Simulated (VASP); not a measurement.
# Zn (a cell with a defect) in VASP: further runs

The runs below take Zn (a cell with a defect) through single point, with LDA.

Program: VASP 6.6.1. These are calculated values, not measurements. Logs are shortened: lines on timing, memory, paths and dates and some standing lists are left out, and cuts for length are marked.

## (1) The cell of the first run

The cell holds a defect, 7 atoms: a = 5.557 Å, b = 5.557 Å, c = 5.557 Å, α = 60.00°, β = 60.00°, γ = 60.00°.

## (2) Single point, LDA

INCAR reads:

```
PREC     = Accurate       # precision mode
ENCUT    = 520            # plane-wave cutoff, eV
EDIFF    = 1E-7           # SCF threshold, eV
ISMEAR   = -1             # smearing method
SIGMA    = 0.1            # smearing width, eV
LREAL    = False          # projectors in reciprocal space
LASPH    = True           # aspherical terms in the spheres
NELM     = 80             # most SCF steps
ALGO     = Normal         # electronic algorithm
ISIF     = 2              # what is computed and relaxed
LWAVE    = False          # write WAVECAR
LCHARG   = False          # write CHGCAR
GGA      = CA             # functional
NBANDS   = 51             # bands
```

KPOINTS reads:

```
regular mesh
0
Gamma
  2 2 2
```

POSCAR reads:

```
Zn
1.0
    0.0000000000      3.9295520000      3.9295520000
    3.9295520000      0.0000000000      3.9295520000
    3.9295520000      3.9295520000      0.0000000000
Zn
7
Direct
    0.0000000000      0.0000000000      0.5000000000
    0.0000000000      0.5000000000      0.0000000000
    0.0000000000      0.5000000000      0.5000000000
    0.5000000000      0.0000000000      0.0000000000
    0.5000000000      0.0000000000      0.5000000000
    0.5000000000      0.5000000000      0.0000000000
    0.5000000000      0.5000000000      0.5000000000
```

Potentials or basis: VASP PAW LDA potentials, release 64 (Zn).

Started as:

```console
$ cat potpaw_LDA.64/Zn/POTCAR > POTCAR
$ mpirun -np 1 vasp_std > vasp.out
```

OUTCAR:

```text
PREC = Accurate
   ENCUT = 520
   EDIFF = 1E-7
   ISMEAR = -1
   LREAL = False
   LASPH = True
   NELM = 80
   ISIF = 2
   GGA = CA

 ion  position               nearest neighbor table
   1  0.000  0.000  0.500-   3 2.78   5 2.78   2 2.78   4 2.78   2 2.78   3 2.78   7 2.78   4 2.78
                             5 2.78   7 2.78
   2  0.000  0.500  0.000-   3 2.78   6 2.78   1 2.78   3 2.78   7 2.78   1 2.78   4 2.78   4 2.78
                             6 2.78   7 2.78
   3  0.000  0.500  0.500-   1 2.78   2 2.78   7 2.78   2 2.78   6 2.78   1 2.78   5 2.78   5 2.78
                             6 2.78   7 2.78
   4  0.500  0.000  0.000-   5 2.78   6 2.78   1 2.78   5 2.78   7 2.78   2 2.78   6 2.78   7 2.78
                             1 2.78   2 2.78
   5  0.500  0.000  0.500-   1 2.78   4 2.78   7 2.78   4 2.78   6 2.78   3 2.78   6 2.78   7 2.78
                             1 2.78   3 2.78
   6  0.500  0.500  0.000-   2 2.78   4 2.78   7 2.78   3 2.78   5 2.78   7 2.78   4 2.78   5 2.78
                             2 2.78   3 2.78
   7  0.500  0.500  0.500-   3 2.78   5 2.78   6 2.78   2 2.78   4 2.78   6 2.78   1 2.78   4 2.78
                             5 2.78   1 2.78   2 2.78   3 2.78

  LATTYP: Found a face centered cubic cell.
 ALAT       =     7.8591040000

  Lattice vectors:

 A1 = (   0.0000000000,   3.9295520000,   3.9295520000)
 A2 = (   3.9295520000,   0.0000000000,   3.9295520000)
 A3 = (   3.9295520000,   3.9295520000,   0.0000000000)

Analysis of symmetry for initial positions (statically):
[... 5 lines left out ...]
 face centered cubic supercell.

 Subroutine GETGRP returns: Found 48 space group operations
 (whereof 48 operations were pure point group operations)
 out of a pool of 48 trial point group operations.

The static configuration has the point symmetry O_h .

Analysis of symmetry for dynamics (positions and initial velocities):
[... 5 lines left out ...]
 face centered cubic supercell.

 Subroutine GETGRP returns: Found 48 space group operations
 (whereof 48 operations were pure point group operations)
 out of a pool of 48 trial point group operations.

The dynamic configuration has the point symmetry O_h .

 Subroutine INISYM returns: Found 48 space group operations
 (whereof 48 operations are pure point group operations),
 and found     1 'primitive' translations

----------------------------------------------------------------------------------------

                                     Primitive cell

  volume of cell :     121.3554

  direct lattice vectors                    reciprocal lattice vectors
     0.000000000  3.929552000  3.929552000    -0.127240968  0.127240968  0.127240968
     3.929552000  0.000000000  3.929552000     0.127240968 -0.127240968  0.127240968
     3.929552000  3.929552000  0.000000000     0.127240968  0.127240968 -0.127240968

  length of vectors
     5.557225732  5.557225732  5.557225732     0.220387821  0.220387821  0.220387821

  position of ions in fractional coordinates (direct lattice)
     0.000000000  0.000000000  0.500000000
     0.000000000  0.500000000  0.000000000
     0.000000000  0.500000000  0.500000000
     0.500000000  0.000000000  0.000000000
     0.500000000  0.000000000  0.500000000
     0.500000000  0.500000000  0.000000000
     0.500000000  0.500000000  0.500000000

  ion indices of the primitive-cell ions
   primitive index   ion index
                 1           1
                 2           2
                 3           3
                 4           4
                 5           5
                 6           6
                 7           7

----------------------------------------------------------------------------------------

 KPOINTS: regular mesh

Automatic generation of k-mesh.
 Grid dimensions read from file:
 generate k-points for:    2    2    2

 Generating k-lattice:

  Cartesian coordinates                     Fractional coordinates (reciprocal lattice)
    -0.063620484  0.063620484  0.063620484     0.500000000  0.000000000  0.000000000
     0.063620484 -0.063620484  0.063620484     0.000000000  0.500000000  0.000000000
     0.063620484  0.063620484 -0.063620484     0.000000000  0.000000000  0.500000000

  Length of vectors
     0.110193911  0.110193911  0.110193911

  Shift w.r.t. Gamma in fractional coordinates (k-lattice)
     0.000000000  0.000000000  0.000000000

 Subroutine IBZKPT returns following result:
 ===========================================

 Found      3 irreducible k-points:

 Following reciprocal coordinates:
            Coordinates               Weight
  0.000000  0.000000  0.000000      1.000000
  0.500000  0.000000  0.000000      4.000000
  0.500000  0.500000  0.000000      3.000000
   k-points           NKPTS =      3   k-points in BZ     NKDIM =      3   number of bands    NBANDS=     51
   number of dos      NEDOS =    301   number of ions     NIONS =      7
   total plane-waves  NPLWV =  74088
   dimension x,y,z NGX =    42 NGY =   42 NGZ =   42
   dimension x,y,z NGXF=    84 NGYF=   84 NGZF=   84
   ions per type =               7
   NGX,Y,Z   is equivalent  to a cutoff of  12.56, 12.56, 12.56 a.u.
   NGXF,Y,Z  is equivalent  to a cutoff of  25.13, 25.13, 25.13 a.u.
 SYSTEM =  unknown system
   PREC   = accura    normal or accurate (medium, high low for compatibility)
   ISTART =      0    job   : 0-new  1-cont  2-samecut
   ICHARG =      2    charge: 1-file 2-atom 10-const
   ISPIN  =      1    spin polarized calculation?
   LNONCOLLINEAR =      F non collinear calculations
   LSORBIT =      F    spin-orbit coupling
   LASPH  =      T    aspherical Exc in radial PAW
   ENCUT  =  520.0 eV  38.22 Ry    6.18 a.u.  10.33 10.33 10.33*2*pi/ulx,y,z
   NELM   =     80;   NELMIN=  2; NELMDL= -5     # of ELM steps
   EDIFF  = 0.1E-06   stopping-criterion for ELM
   LREAL  =      F    real-space projection
   EDIFFG = 0.1E-05   stopping-criterion for IOM
   NSW    =      0    number of steps for IOM
   IBRION =     -1    ionic relax: 0-MD 1-quasi-New 2-CG
   NFREE  =      0    steps in history (QN), initial steepest desc. (CG)
   ISIF   =      2    stress and relaxation
   ISYM   =      2    0-nonsym 1-usesym 2-fastsym
   POTIM  = 0.5000    time-step for ionic-motion
   TEBEG  =    0.0;   TEEND  =   0.0 temperature during run
   PSTRESS=    0.0 pullay stress
   NELECT =      84.0000    total number of electrons
   NUPDOWN=      -1.0000    fix difference up-down
   EMIN   =  10.00;   EMAX   =-10.00  energy-range for DOS
   EFERMI =   0.00;   METHOD = LEGACY
   ISMEAR =    -1;   SIGMA  =   0.10  broadening in eV -4-tet -1-fermi 0-gaus
   EFERMI_NEDOS =   21; number of points for ismear=-14 and -15
   IALGO  =     38    algorithm
   IMIX   =      4    mixing-type and parameters
     AMIX     =   0.40;   BMIX     =  1.00
     AMIX_MAG =   1.60;   BMIX_MAG =  1.00
  volume/ion in A,a.u.               =      17.34       116.99
  Fermi-wavevector in a.u.,A,eV,Ry     =   1.448154  2.736615 28.533476  2.097151
  Thomas-Fermi vector in A             =   2.566028
   LORBIT       =      0    0 simple, 1 ext, 2 COOP (PROOUT), +10 PAW based schemes
   GGA     = CA    functional components
   LHFCALC =     F    Hartree Fock is set to
   AEXX    =    0.0000 exact exchange contribution
   IVDW    =     0    specifies the selected vdW correction
   LEPSILON=     F    determine dielectric tensor
   LRPA    =     F    only Hartree local field effects (RPA)
 non-spin polarized calculation
  energy-cutoff  :      520.00
  volume of cell :      121.36
 maximum number of plane-waves:      3287
 NGX is ok and might be reduce to    42
   NGX = 21   NGY = 21   NGZ = 21

 number of electron      83.9999939 magnetization

 Free energy of the ion-electron system (eV)
  ---------------------------------------------------
  ext. energy  EPLUGINS =         0.00000000
  ---------------------------------------------------
  free energy    TOTEN  =       -13.45020894 eV

  energy without entropy =      -13.35950524  energy(sigma->0) =      -13.40485709

 E-fermi :   0.9358     XC(G=0): -11.1091

 val. band max:        0.9115012475   @ k =   0.5000   0.0000   0.0000
 cond. band min:       1.9760336587   @ k =   0.0000   0.0000   0.0000
 fundamental gap:      1.0645324113
 Fermi energy:         0.9357502239

 k-point     1 :       0.0000    0.0000    0.0000
  band No.  band energies     occupation
      1      -7.7528      2.00000
      2      -6.3186      2.00000
      3      -6.3186      2.00000
      4      -6.3186      2.00000
      5      -6.2916      2.00000
      6      -6.1344      2.00000
[... 43 lines left out ...]
     50       7.0166      0.00000
     51      10.8140      0.00000

 k-point     2 :       0.5000    0.0000    0.0000
  band No.  band energies     occupation
      1      -6.5942      2.00000
      2      -6.2354      2.00000
      3      -6.1118      2.00000
      4      -6.1118      2.00000
      5      -6.0306      2.00000
      6      -5.8373      2.00000
[... 43 lines left out ...]
     50       9.4468      0.00000
     51       9.4569      0.00000

 k-point     3 :       0.5000    0.5000    0.0000
  band No.  band energies     occupation
      1      -6.1680      2.00000
      2      -6.0436      2.00000
      3      -5.9806      2.00000
      4      -5.8877      2.00000
      5      -5.8821      2.00000
      6      -5.8327      2.00000
[... 43 lines left out ...]
     50       7.2453      0.00000
     51       7.4618      0.00000

------------------------ aborting loop because EDIFF is reached ----------------------------------------

  FORCE on cell =-STRESS in cart. coord.  units (eV):
  Direction    XX          YY          ZZ          XY          YZ          ZX
  --------------------------------------------------------------------------------------
  -------------------------------------------------------------------------------------
  Total       -7.3357955     -7.3357955     -7.3357955      0.0000000      0.0000000     -0.0000000
  in kB      -96.8497892    -96.8497892    -96.8497892      0.0000000      0.0000000     -0.0000000
  external PRESSURE =     -96.8497892 kB  Pullay stress =       0.0000000 kB

 VOLUME and BASIS-vectors are now :
 -----------------------------------------------------------------------------
  energy-cutoff  :      520.00
  volume of cell :      121.36
      direct lattice vectors                 reciprocal lattice vectors
     0.000000000  3.929552000  3.929552000    -0.127240968  0.127240968  0.127240968
     3.929552000  0.000000000  3.929552000     0.127240968 -0.127240968  0.127240968
     3.929552000  3.929552000  0.000000000     0.127240968  0.127240968 -0.127240968

 POSITION                                       TOTAL-FORCE (eV/Angst)
 -----------------------------------------------------------------------------------
      1.96478      1.96478      0.00000        -0.000000      0.000000     -0.000000
      1.96478      0.00000      1.96478         0.000000      0.000000     -0.000000
      3.92955      1.96478      1.96478         0.000000     -0.000000     -0.000000
      0.00000      1.96478      1.96478        -0.000000      0.000000      0.000000
      1.96478      3.92955      1.96478        -0.000000      0.000000     -0.000000
      1.96478      1.96478      3.92955         0.000000     -0.000000      0.000000
      3.92955      3.92955      3.92955         0.000000     -0.000000     -0.000000
 -----------------------------------------------------------------------------------
    total drift:                               -0.000000     -0.000000      0.000000

  FREE ENERGIE OF THE ION-ELECTRON SYSTEM (eV)
  ---------------------------------------------------
  free  energy   TOTEN  =       -13.4502089444 eV

  energy  without entropy=      -13.3595052397  energy(sigma->0) =      -13.40485709
```

Wall time 36 s (1 thread of AMD EPYC 7R43 (Zen 3), shared host); peak memory 0.16 GiB.

Results:

```yaml
Free_energy: -13.4502 eV
Pressure: -9.7 GPa
Band_gap_on_the_k_mesh: zero (band 42 reaches 4.45 eV, above the bottom of band 43 at 0.69 eV)
```

Caveat: the k points lie up to 0.69 Å⁻¹ apart.

[end of part 1 of 2]
